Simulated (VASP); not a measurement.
Input of a VASP 6.6.1 run:

INCAR

```
SYSTEM = Y
PREC     = Accurate       ! precision mode
ENCUT    = 520            ! plane-wave cutoff, eV
EDIFF    = 1E-6           ! SCF threshold, eV
ISMEAR   = -1             ! smearing method
SIGMA    = 0.1            ! smearing width, eV
LREAL    = .FALSE.        ! projectors in reciprocal space
LASPH    = .TRUE.         ! aspherical terms in the spheres
NELM     = 60             ! most SCF steps
ALGO     = Normal         ! electronic algorithm
ISIF     = 2              ! what is computed and relaxed
LWAVE    = .FALSE.        ! write WAVECAR
LCHARG   = .TRUE.         ! write CHGCAR
GGA      = RE             ! functional
LELF     = .TRUE.         ! ELF
LVHAR    = .TRUE.       
NBANDS   = 18             ! bands
```

File KPOINTS:

```
regular mesh
0
G
  16 16 9
  0 0 0
```

Contents of POSCAR:

```
Y
1.0
    3.7341831819      0.0000000000      0.0000000000
   -1.8670915909      3.2338974979      0.0000000000
    0.0000000000      0.0000000000      5.8325501241
Y
2
Direct
    0.3333333333      0.6666666667      0.2500000000
    0.6666666667      0.3333333333      0.7500000000
```

Potentials or basis: VASP PAW PBE potentials, release 64 (Y_sv).

Command:

```console
$ cat potpaw_PBE.64/Y_sv/POTCAR > POTCAR
$ mpirun -np 1 vasp_std > vasp.out
```

Task: What does it give for the pressure?

Result: -1.5 GPa.

Task: What does it give for the band gap on the k mesh?

Result: Zero (band 11 reaches 3.55 eV, above the bottom of band 12 at 2.25 eV).

Caveat: the PAW data sets were made with another functional, which shifts forces and pressure a little.
